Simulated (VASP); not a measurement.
# Zr (P6_3/mmc) in VASP: notebook

The runs below take Zr through single point, with r2SCAN.

Program: VASP 6.6.1. These are calculated values, not measurements. Logs are shortened: lines on timing, memory, paths and dates and some standing lists are left out, and cuts for length are marked.

## 1. The cell of the first run

The structure is hexagonal, space group P6_3/mmc (No. 194). The conventional cell has a = 3.232 Å, b = 3.232 Å, c = 5.147 Å, α = 90.00°, β = 90.00°, γ = 120.00°. Zr (site symmetry -6m2) has 12 Zr at 3.18 to 3.23 Å within 4.2 Å.

## 2. Single point, r2SCAN

Contents of POSCAR:

```
Zr
1.0
    3.2319982225      0.0000000000      0.0000000000
   -1.6159991112      2.7989925656      0.0000000000
    0.0000000000      0.0000000000      5.1470000000
Zr
2
Direct
    0.3333333333      0.6666666667      0.2500000000
    0.6666666667      0.3333333333      0.7500000000
```

Contents of INCAR.step1:

```
SYSTEM = Zr
PREC     = Accurate       ! precision mode
ENCUT    = 520            ! plane-wave cutoff, eV
ISMEAR   = 0              ! smearing method
SIGMA    = 0.1            ! smearing width, eV
LREAL    = .False.        ! projectors in reciprocal space
LASPH    = .True.         ! aspherical terms in the spheres
NELM     = 80             ! most SCF steps
NBANDS   = 19             ! bands
GGA      = PE             ! functional
ALGO     = Normal         ! electronic algorithm
EDIFF    = 1E-4           ! SCF threshold, eV
LWAVE    = .True.         ! write WAVECAR
LCHARG   = .False.        ! write CHGCAR
```

Contents of INCAR.step2:

```
SYSTEM = Zr
PREC     = Accurate       ! precision mode
ENCUT    = 520            ! plane-wave cutoff, eV
EDIFF    = 1E-6           ! SCF threshold, eV
ISMEAR   = 0              ! smearing method
SIGMA    = 0.1            ! smearing width, eV
LREAL    = .False.        ! projectors in reciprocal space
LASPH    = .True.         ! aspherical terms in the spheres
NELM     = 80             ! most SCF steps
ALGO     = Normal         ! electronic algorithm
ISIF     = 2              ! what is computed and relaxed
LWAVE    = .False.        ! write WAVECAR
LCHARG   = .False.        ! write CHGCAR
METAGGA  = R2SCAN         ! meta-GGA
LMIXTAU  = .True.       
NBANDS   = 19             ! bands
ISTART   = 1
```

Contents of KPOINTS:

```
regular mesh
0
Gamma
  6 6 4
  0 0 0
```

Potentials or basis: VASP PAW PBE potentials, release 64 (Zr_sv).

Command:

```sh
$ cat potpaw_PBE.64/Zr_sv/POTCAR > POTCAR
$ cp INCAR.step1 INCAR
$ mpirun -np 1 vasp_std > vasp.out
$ cp INCAR.step2 INCAR
$ mpirun -np 1 vasp_std > vasp.out
```

OUTCAR:

```text
SYSTEM = Zr
   PREC = Accurate
   ENCUT = 520
   EDIFF = 1E-6
   ISMEAR = 0
   LREAL = .False.
   LASPH = .True.
   NELM = 80
   ISIF = 2
   METAGGA = R2SCAN
   ISTART = 1

 ion  position               nearest neighbor table
   1  0.333  0.667  0.250-   2 3.18   2 3.18   2 3.18   2 3.18   2 3.18   2 3.18
   2  0.667  0.333  0.750-   1 3.18   1 3.18   1 3.18   1 3.18   1 3.18   1 3.18

  LATTYP: Found a hexagonal cell.
 ALAT       =     3.2319982225
 C/A-ratio  =     1.5925132521

  Lattice vectors:

 A1 = (   3.2319982225,   0.0000000000,   0.0000000000)
 A2 = (  -1.6159991112,   2.7989925656,   0.0000000000)
 A3 = (   0.0000000000,   0.0000000000,   5.1470000000)

Analysis of symmetry for initial positions (statically):
=====================================================================
 Subroutine PRICEL returns:
 Original cell was already a primitive cell.

 Routine SETGRP: Setting up the symmetry group for a
 hexagonal supercell.

 Subroutine GETGRP returns: Found 24 space group operations
 (whereof 12 operations were pure point group operations)
 out of a pool of 24 trial point group operations.

The static configuration has the point symmetry D_3d.
 The point group associated with its full space group is D_6h.

Analysis of symmetry for dynamics (positions and initial velocities):
=====================================================================
 Subroutine PRICEL returns:
 Original cell was already a primitive cell.

 Routine SETGRP: Setting up the symmetry group for a
 hexagonal supercell.

 Subroutine GETGRP returns: Found 24 space group operations
 (whereof 12 operations were pure point group operations)
 out of a pool of 24 trial point group operations.

The dynamic configuration has the point symmetry D_3d.
 The point group associated with its full space group is D_6h.

 Subroutine INISYM returns: Found 24 space group operations
 (whereof 12 operations are pure point group operations),
 and found     1 'primitive' translations

----------------------------------------------------------------------------------------

                                     Primitive cell

  volume of cell :      46.5615

  direct lattice vectors                    reciprocal lattice vectors
     3.231998223  0.000000000  0.000000000     0.309406111  0.178635701  0.000000000
    -1.615999111  2.798992566  0.000000000     0.000000000  0.357271403  0.000000000
     0.000000000  0.000000000  5.147000000     0.000000000  0.000000000  0.194287935

  length of vectors
     3.231998223  3.231998222  5.147000000     0.357271403  0.357271403  0.194287935

  position of ions in fractional coordinates (direct lattice)
     0.333333333  0.666666667  0.250000000
     0.666666667  0.333333333  0.750000000

  ion indices of the primitive-cell ions
   primitive index   ion index
                 1           1
                 2           2

----------------------------------------------------------------------------------------

 KPOINTS: regular mesh

Automatic generation of k-mesh.
 Grid dimensions read from file:
 generate k-points for:    6    6    4

 Generating k-lattice:

  Cartesian coordinates                     Fractional coordinates (reciprocal lattice)
     0.051567685  0.029772617  0.000000000     0.166666667  0.000000000  0.000000000
     0.000000000  0.059545234  0.000000000     0.000000000  0.166666667  0.000000000
     0.000000000  0.000000000  0.048571984     0.000000000  0.000000000  0.250000000

  Length of vectors
     0.059545234  0.059545234  0.048571984

  Shift w.r.t. Gamma in fractional coordinates (k-lattice)
     0.000000000  0.000000000  0.000000000

 Subroutine IBZKPT returns following result:
 ===========================================

 Found     21 irreducible k-points:

 Following reciprocal coordinates:
            Coordinates               Weight
  0.000000  0.000000  0.000000      1.000000
  0.166667  0.000000  0.000000      6.000000
  0.333333 -0.000000  0.000000      6.000000
  0.500000 -0.000000  0.000000      3.000000
  0.166667  0.166667  0.000000      6.000000
  0.333333  0.166667  0.000000     12.000000
[... 13 lines left out ...]
  0.333333  0.166667  0.500000     12.000000
  0.333333  0.333333  0.500000      2.000000
   k-points           NKPTS =     21   k-points in BZ     NKDIM =     21   number of bands    NBANDS=     19
   number of dos      NEDOS =    301   number of ions     NIONS =      2
   total plane-waves  NPLWV =  23040
   dimension x,y,z NGX =    24 NGY =   24 NGZ =   40
   dimension x,y,z NGXF=    48 NGYF=   48 NGZF=   80
   ions per type =               2
   NGX,Y,Z   is equivalent  to a cutoff of  12.35, 12.35, 12.92 a.u.
   NGXF,Y,Z  is equivalent  to a cutoff of  24.69, 24.69, 25.84 a.u.
 SYSTEM =  Zr
   PREC   = accura    normal or accurate (medium, high low for compatibility)
   ISTART =      1    job   : 0-new  1-cont  2-samecut
   ICHARG =      0    charge: 1-file 2-atom 10-const
   ISPIN  =      1    spin polarized calculation?
   LNONCOLLINEAR =      F non collinear calculations
   LSORBIT =      F    spin-orbit coupling
   LASPH  =      T    aspherical Exc in radial PAW
   ENCUT  =  520.0 eV  38.22 Ry    6.18 a.u.   6.01  6.01  9.57*2*pi/ulx,y,z
   NELM   =     80;   NELMIN=  2; NELMDL=  0     # of ELM steps
   EDIFF  = 0.1E-05   stopping-criterion for ELM
   LREAL  =      F    real-space projection
   EDIFFG = 0.1E-04   stopping-criterion for IOM
   NSW    =      0    number of steps for IOM
   IBRION =     -1    ionic relax: 0-MD 1-quasi-New 2-CG
   NFREE  =      0    steps in history (QN), initial steepest desc. (CG)
   ISIF   =      2    stress and relaxation
   ISYM   =      2    0-nonsym 1-usesym 2-fastsym
   POTIM  = 0.5000    time-step for ionic-motion
   TEBEG  =    0.0;   TEEND  =   0.0 temperature during run
   PSTRESS=    0.0 pullay stress
   NELECT =      24.0000    total number of electrons
   NUPDOWN=      -1.0000    fix difference up-down
   EMIN   =  10.00;   EMAX   =-10.00  energy-range for DOS
   EFERMI =   0.00;   METHOD = LEGACY
   ISMEAR =     0;   SIGMA  =   0.10  broadening in eV -4-tet -1-fermi 0-gaus
   EFERMI_NEDOS =   21; number of points for ismear=-14 and -15
   IALGO  =     38    algorithm
   IMIX   =      4    mixing-type and parameters
     AMIX     =   0.40;   BMIX     =  1.00
     AMIX_MAG =   1.60;   BMIX_MAG =  1.00
  volume/ion in A,a.u.               =      23.28       157.11
  Fermi-wavevector in a.u.,A,eV,Ry     =   1.312612  2.480476 23.442147  1.722949
  Thomas-Fermi vector in A             =   2.442992
   LORBIT       =      0    0 simple, 1 ext, 2 COOP (PROOUT), +10 PAW based schemes
   METAGGA = R2SCAN    functional components
   LHFCALC =     F    Hartree Fock is set to
   AEXX    =    0.0000 exact exchange contribution
   IVDW    =     0    specifies the selected vdW correction
   LEPSILON=     F    determine dielectric tensor
   LRPA    =     F    only Hartree local field effects (RPA)
 non-spin polarized calculation
 Gauss-broadening in eV      SIGMA  =   0.10
  energy-cutoff  :      520.00
  volume of cell :       46.56
 maximum number of plane-waves:      1284
   NGX = 13   NGY = 13   NGZ = 19

 number of electron      24.0000000 magnetization

 Free energy of the ion-electron system (eV)
  ---------------------------------------------------
  ext. energy  EPLUGINS =         0.00000000
  ---------------------------------------------------
  free energy    TOTEN  =       -45.49123560 eV

  energy without entropy =      -45.48118541  energy(sigma->0) =      -45.48621050

 E-fermi :   9.1171     XC(G=0): -11.9494

 val. band max:        9.0614666299   @ k =   0.0000   0.0000   0.5000
 cond. band min:       9.1242780403   @ k =   0.3333   0.3333   0.2500
 fundamental gap:      0.0628114103
 Fermi energy:         9.1171392440

 k-point     1 :       0.0000    0.0000    0.0000
  band No.  band energies     occupation
      1     -41.5032      2.00000
      2     -41.3362      2.00000
      3     -19.3703      2.00000
      4     -18.4416      2.00000
      5     -18.4416      2.00000
      6     -18.3104      2.00000
[... 11 lines left out ...]
     18      11.4386      0.00000
     19      13.7668      0.00000

 k-point     2 :       0.1667    0.0000    0.0000
  band No.  band energies     occupation
      1     -41.4709      2.00000
      2     -41.3234      2.00000
      3     -19.2832      2.00000
      4     -18.6267      2.00000
      5     -18.5006      2.00000
      6     -18.4843      2.00000
[... 11 lines left out ...]
     18      11.4555      0.00000
     19      14.1698      0.00000

 k-point     3 :       0.3333   -0.0000    0.0000
  band No.  band energies     occupation
      1     -41.3998      2.00000
      2     -41.3035      2.00000
      3     -19.0707      2.00000
      4     -18.9957      2.00000
      5     -18.8314      2.00000
      6     -18.6092      2.00000
[... 11 lines left out ...]
     18      13.1986      0.00000
     19      14.5714      0.00000

 k-point     4 :       0.5000   -0.0000    0.0000
  band No.  band energies     occupation
      1     -41.3560      2.00000
      2     -41.3015      2.00000
      3     -19.1777      2.00000
      4     -18.9943      2.00000
      5     -18.9118      2.00000
      6     -18.6607      2.00000
[... 11 lines left out ...]
     18      14.6768      0.00000
     19      15.4613      0.00000

 k-point     5 :       0.1667    0.1667    0.0000
  band No.  band energies     occupation
      1     -41.4189      2.00000
      2     -41.3073      2.00000
      3     -19.1317      2.00000
      4     -18.8201      2.00000
      5     -18.8062      2.00000
      6     -18.5581      2.00000
[... 11 lines left out ...]
     18      13.0510      0.00000
     19      14.2748      0.00000
[... 268 lines left out ...]
      2     -41.3287      2.00000
      3     -19.2552      2.00000
      4     -19.2552      2.00000
      5     -18.5628      2.00000
      6     -18.5628      2.00000
[... 11 lines left out ...]
     18      14.4654      0.00000
     19      14.5342      0.00000

 k-point    19 :       0.1667    0.1667    0.5000
  band No.  band energies     occupation
      1     -41.3634      2.00000
      2     -41.3634      2.00000
      3     -19.0242      2.00000
      4     -19.0242      2.00000
      5     -18.5841      2.00000
      6     -18.5841      2.00000
[... 11 lines left out ...]
     18      13.3851      0.00000
     19      13.9676      0.00000

 k-point    20 :       0.3333    0.1667    0.5000
  band No.  band energies     occupation
      1     -41.3287      2.00000
      2     -41.3287      2.00000
      3     -19.1763      2.00000
      4     -19.1763      2.00000
      5     -18.6982      2.00000
      6     -18.6982      2.00000
[... 11 lines left out ...]
     18      14.0429      0.00000
     19      15.3980      0.00000

 k-point    21 :       0.3333    0.3333    0.5000
  band No.  band energies     occupation
      1     -41.3172      2.00000
      2     -41.3172      2.00000
      3     -19.1223      2.00000
      4     -19.1223      2.00000
      5     -18.8660      2.00000
      6     -18.8660      2.00000
[... 11 lines left out ...]
     18      13.6724      0.00000
     19      17.4615      0.00000

------------------------ aborting loop because EDIFF is reached ----------------------------------------

  FORCE on cell =-STRESS in cart. coord.  units (eV):
  Direction    XX          YY          ZZ          XY          YZ          ZX
  --------------------------------------------------------------------------------------
  -------------------------------------------------------------------------------------
  Total        0.1525748      0.1525748      0.2494982      0.0000000      0.0000000      0.0000000
  in kB        5.2500861      5.2500861      8.5852113      0.0000000      0.0000000      0.0000000
  external PRESSURE =       6.3617945 kB  Pullay stress =       0.0000000 kB

 VOLUME and BASIS-vectors are now :
 -----------------------------------------------------------------------------
  energy-cutoff  :      520.00
  volume of cell :       46.56
      direct lattice vectors                 reciprocal lattice vectors
     3.231998223  0.000000000  0.000000000     0.309406111  0.178635701  0.000000000
    -1.615999111  2.798992566  0.000000000     0.000000000  0.357271403  0.000000000
     0.000000000  0.000000000  5.147000000     0.000000000  0.000000000  0.194287935

 POSITION                                       TOTAL-FORCE (eV/Angst)
 -----------------------------------------------------------------------------------
     -0.00000      1.86600      1.28675        -0.000000      0.000000      0.000000
      1.61600      0.93300      3.86025         0.000000     -0.000000      0.000000
 -----------------------------------------------------------------------------------
    total drift:                               -0.000000      0.000000     -0.000000

  FREE ENERGIE OF THE ION-ELECTRON SYSTEM (eV)
  ---------------------------------------------------
  free  energy   TOTEN  =       -45.4912356014 eV

  energy  without entropy=      -45.4811854064  energy(sigma->0) =      -45.48621050
```

Wall time 39 s (1 thread of Intel Xeon 6975P-C, shared host); peak memory 0.17 GiB.

What came out:

```
Free energy            : -45.4912 eV
Pressure               : 0.6 GPa
Band gap on the k mesh : zero (band 12 reaches 10.02 eV, above the bottom of band 13 at 8.91 eV)
```

Levels at points of the mesh, in eV from the Fermi level:
```tsv
k point	band 9	band 10	band 11	band 12	band 13	band 14	band 15	band 16
(0.00, 0.00, 0.00)	-6.09	-3.28	0.91	0.91	0.96	1.06	1.65	1.65
(0.50, 0.00, 0.00)	-2.77	-2.72	-2.33	-0.44	0.62	0.78	1.51	5.11
(0.00, 0.00, 0.50)	-4.28	-4.28	-0.06	-0.06	0.82	0.82	0.82	0.82
(0.50, 0.00, 0.50)	-3.08	-3.08	-1.16	-1.16	1.51	1.51	2.35	2.35
```

Caveat: the k points lie up to 0.37 Å⁻¹ apart; the PAW data sets were made with another functional, which shifts forces and pressure a little.

## 3. Single point, r2SCAN (volume scaled by 0.94, then relaxed in part)

Contents of POSCAR:

```
Zr
1.0
    3.1757793536      0.0000000000      0.0000000000
   -1.5878896768      2.7503055970      0.0000000000
    0.0000000000      0.0000000000      5.0588962239
Zr
2
Direct
    0.3333333333      0.6666666667      0.2500000000
    0.6666666667      0.3333333333      0.7500000000
```

Changes to INCAR.step1 since step 2:

```diff
@@ -7,3 +7,3 @@
 LASPH    = .True.         ! aspherical terms in the spheres
-NELM     = 80             ! most SCF steps
+NELM     = 60             ! most SCF steps
 NBANDS   = 19             ! bands
```

Changes to INCAR.step2 since step 2:

```diff
@@ -8,3 +8,3 @@
 LASPH    = .True.         ! aspherical terms in the spheres
-NELM     = 80             ! most SCF steps
+NELM     = 60             ! most SCF steps
 ALGO     = Normal         ! electronic algorithm
```

Contents of KPOINTS:

```
Automatic mesh
0
Gamma
  18 18 8
  0 0 0
```

Potentials or basis: VASP PAW PBE potentials, release 64 (Zr_sv).

Command:

```sh
$ cat potpaw_PBE.64/Zr_sv/POTCAR > POTCAR
$ cp INCAR.step1 INCAR
$ mpirun -np 1 vasp_std > vasp.out
$ cp INCAR.step2 INCAR
$ mpirun -np 1 vasp_std > vasp.out
```

Wall time 4.5 min (1 thread of Intel Xeon 6975P-C, shared host); peak memory 0.26 GiB.

The run converged. Its results:

```yaml
Free_energy: -45.4511 eV
Pressure: 6.5 GPa
Band_gap_on_the_k_mesh: zero (band 12 reaches 10.70 eV, above the bottom of band 13 at 9.37 eV)
```

Stress tensor (GPa, compression positive):
```
6.56 0.00 0.00
0.00 6.56 0.00
0.00 0.00 6.45
```

Levels at points of the mesh, in eV from the Fermi level:
| k point | band 10 | band 11 | band 12 | band 13 | band 14 | band 15 |
| --- | --- | --- | --- | --- | --- | --- |
| (0.00, 0.00, 0.00) | -3.36 | 0.97 | 0.97 | 1.15 | 1.25 | 1.78 |
| (0.50, 0.00, 0.00) | -2.72 | -2.43 | -0.24 | 0.67 | 0.91 | 1.68 |
| (0.00, 0.00, 0.50) | -4.23 | 0.01 | 0.01 | 0.89 | 0.89 | 0.89 |
| (0.50, 0.00, 0.50) | -3.18 | -1.20 | -1.20 | 1.80 | 1.80 | 2.52 |

Caveat: the PAW data sets were made with another functional, which shifts forces and pressure a little.
